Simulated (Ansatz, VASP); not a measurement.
# Two plane-wave programs on Bi

File INCAR:

```
SYSTEM = Bi
PREC     = Accurate       ! precision mode
ENCUT    = 520            ! plane-wave cutoff, eV
EDIFF    = 1E-6           ! SCF threshold, eV
ISMEAR   = 0              ! smearing method
SIGMA    = 0.15           ! smearing width, eV
LREAL    = .FALSE.        ! projectors in reciprocal space
LASPH    = .TRUE.         ! aspherical terms in the spheres
NELM     = 60             ! most SCF steps
ALGO     = Fast           ! electronic algorithm
ISIF     = 2              ! what is computed and relaxed
LWAVE    = .FALSE.        ! write WAVECAR
LCHARG   = .TRUE.         ! write CHGCAR
GGA      = PS             ! functional
IVDW     = 12             ! dispersion correction
LELF     = .TRUE.         ! ELF
LVHAR    = .TRUE.       
NBANDS   = 14             ! bands
```

File KPOINTS:

```
Automatic mesh
0
G
  18 18 18
  0 0 0
```

POSCAR

```
Bi
1.0
   -1.9979353694      1.9979353694      1.9979353694
    1.9979353694     -1.9979353694      1.9979353694
    1.9979353694      1.9979353694     -1.9979353694
Bi
1
Direct
    0.0000000000      0.0000000000      0.0000000000
```

Input for Ansatz:

```yaml
crystal:
  lattice:
    - [-1.9979353694, 1.9979353694, 1.9979353694]
    - [1.9979353694, -1.9979353694, 1.9979353694]
    - [1.9979353694, 1.9979353694, -1.9979353694]
  atoms:
    - { symbol: Bi, position: [0.0, 0.0, 0.0] }
basis:
  ecutwfc: 420
kpoints:
  mp_grid: { grid: [18, 18, 18] }
hamiltonian:
  xc: pbesol
  pseudopotentials: { kind: paw }
  dispersion: d3bj
scf:
  occupations: { method: gaussian, width: 0.15 }
output:
  forces: true
  stress: true
  eigenvalues: true
```

Alike in both runs: task single point; functional PBEsol; dispersion D3(BJ); k mesh 18 × 18 × 18; occupations gaussian, width 0.15 eV; no spin polarisation.

|  | VASP | Ansatz |
| --- | --- | --- |
| version | VASP 6.6.1 | Ansatz 0.2.0 |
| potentials or method | VASP PAW PBE potentials, release 64 (Bi_d), cutoff 520 eV | scalar-relativistic, plane waves, PAW |
| valence electrons in the cell | 15 | 15 |

|  | VASP | Ansatz | Ansatz less VASP |
| --- | --- | --- | --- |
| gap on the k mesh at the Fermi level (eV) | none | none | - |
| pressure (GPa) | -5.8 | -5.8 | +0.03 |

VASP's potentials were made for PBE, not for PBEsol. A gap of «none» marks a metal or a gap that the smearing closes.

Neither program's run includes spin-orbit coupling.
